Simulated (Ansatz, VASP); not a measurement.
# One calculation of Hf2N, two programs

The input INCAR:

```
PREC = Accurate
ENCUT = 520
EDIFF = 1E-6
ISMEAR = 0
SIGMA = 0.1
LREAL = F
LASPH = T
NELM = 80
ALGO = Normal
ISIF = 2
LWAVE = F
LCHARG = F
GGA = PS
NBANDS = 48
```

KPOINTS

```
regular mesh
0
Gamma
  6 6 4
```

POSCAR

```
Hf2N
1.0
    5.3505725559      0.0000000000      0.0000000000
   -2.6752862780      4.6337317582      0.0000000000
    0.0000000000      0.0000000000      4.9933032523
Hf N
6 3
Direct
    0.6668041045      0.6668041045      0.7527922812
    0.0000000000      0.3331958955      0.7527922812
    0.3331958955      0.0000000000      0.7527922812
    0.3331958955      0.3331958955      0.2472077188
    0.0000000000      0.6668041045      0.2472077188
    0.6668041045      0.0000000000      0.2472077188
    0.6666666667      0.3333333333      0.5000000000
    0.3333333333      0.6666666667      0.5000000000
    0.0000000000      0.0000000000      0.0000000000
```

Input for Ansatz:

```yaml
crystal:
  lattice:
    - [5.3505725559, 0.0, 0.0]
    - [-2.675286278, 4.6337317582, 0.0]
    - [0.0, 0.0, 4.9933032523]
  atoms:
    - { symbol: Hf, position: [0.6668041045, 0.6668041045, 0.7527922812] }
    - { symbol: Hf, position: [0.0, 0.3331958955, 0.7527922812] }
    - { symbol: Hf, position: [0.3331958955, 0.0, 0.7527922812] }
    - { symbol: Hf, position: [0.3331958955, 0.3331958955, 0.2472077188] }
    - { symbol: Hf, position: [0.0, 0.6668041045, 0.2472077188] }
    - { symbol: Hf, position: [0.6668041045, 0.0, 0.2472077188] }
    - { symbol: "N", position: [0.6666666667, 0.3333333333, 0.5] }
    - { symbol: "N", position: [0.3333333333, 0.6666666667, 0.5] }
    - { symbol: "N", position: [0.0, 0.0, 0.0] }
basis:
  ecutwfc: 420
kpoints:
  mp_grid: { grid: [6, 6, 4] }
hamiltonian:
  xc: pbesol
scf:
  occupations: { method: gaussian, width: 0.1 }
output:
  forces: true
  stress: true
  eigenvalues: true
```

Alike in both runs: task single point; functional PBEsol; k mesh 6 × 6 × 4; occupations gaussian, width 0.1 eV; no spin polarisation.

|  | VASP | Ansatz |
| --- | --- | --- |
| version | VASP 6.6.1 | Ansatz 0.2.0 |
| potentials or method | VASP PAW PBE potentials, release 64 (Hf_pv, N), cutoff 520 eV | scalar-relativistic, plane waves, PAW |
| valence electrons in the cell | 75 | 171 |

Ansatz gave:

```
gap on the k mesh at the Fermi level (eV)                     : none
pressure (GPa)                                                : 19.6
traceless stress, the component that is largest in VASP (GPa) : -2.82
rms of the force components (eV/Å)                            : 0.189
```

**Question.** Which values does VASP return?

**Answer.** gap on the k mesh at the Fermi level (eV): none; pressure (GPa): 18.7; traceless stress, the component that is largest in VASP (GPa): -2.69; rms of the force components (eV/Å): 0.204.

VASP's potentials were made for PBE, not for PBEsol. Atom by atom the forces differ by 0.016 eV/Å (rms over components). A gap of «none» marks a metal or a gap that the smearing closes. The functional is the same, so the differences come from potentials, cutoffs and numerics. VASP's potentials hold 75 valence electrons a cell and Ansatz's 171, so a difference there can come from the potentials and not from the codes.

Neither program's run includes spin-orbit coupling.
